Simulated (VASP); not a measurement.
A run of VASP 6.6.1 is set up as follows.

Contents of INCAR:

```
SYSTEM = In
PREC     = Accurate       ! precision mode
ENCUT    = 500            ! plane-wave cutoff, eV
EDIFF    = 1E-6           ! SCF threshold, eV
ISMEAR   = 1              ! smearing method
SIGMA    = 0.05           ! smearing width, eV
LREAL    = .False.        ! projectors in reciprocal space
LASPH    = .True.         ! aspherical terms in the spheres
NELM     = 200            ! most SCF steps
ALGO     = Normal         ! electronic algorithm
ISIF     = 2              ! what is computed and relaxed
LWAVE    = .False.        ! write WAVECAR
LCHARG   = .False.        ! write CHGCAR
ISPIN    = 2              ! spin polarisation
MAGMOM   = -0.36          ! initial moments
LORBIT   = 11             ! projections on sites
GGA      = LIBXC          ! functional
LIBXC1   = GGA_X_RPBE   
LIBXC2   = GGA_C_LYP    
NBANDS   = 16             ! bands
GGA_COMPAT= .False.
```

The input KPOINTS:

```
Automatic mesh
0
Gamma
  11 11 11
  0 0 0
```

File POSCAR:

```
In
1.0
   -1.6362350157      1.6362350157      2.4900825966
    1.6362350157     -1.6362350157      2.4900825966
    1.6362350157      1.6362350157     -2.4900825966
In
1
Direct
    0.0000000000      0.0000000000      0.0000000000
```

Potentials or basis: VASP PAW PBE potentials, release 64 (In_d).

Launch:

```console
$ cat potpaw_PBE.64/In_d/POTCAR > POTCAR
$ mpirun -np 1 vasp_std > vasp.out
```

Task: Predict the pressure.

Result: 6.9 GPa.

Task: Estimate the net moment.

Result: 0.00 μB per cell.

Stress tensor (GPa, compression positive):
```
6.85 0.00 0.00
0.00 6.85 0.00
0.00 0.00 6.94
```

Caveat: the cell stands under pressure; the PAW data sets were made with another functional, which shifts forces and pressure a little.
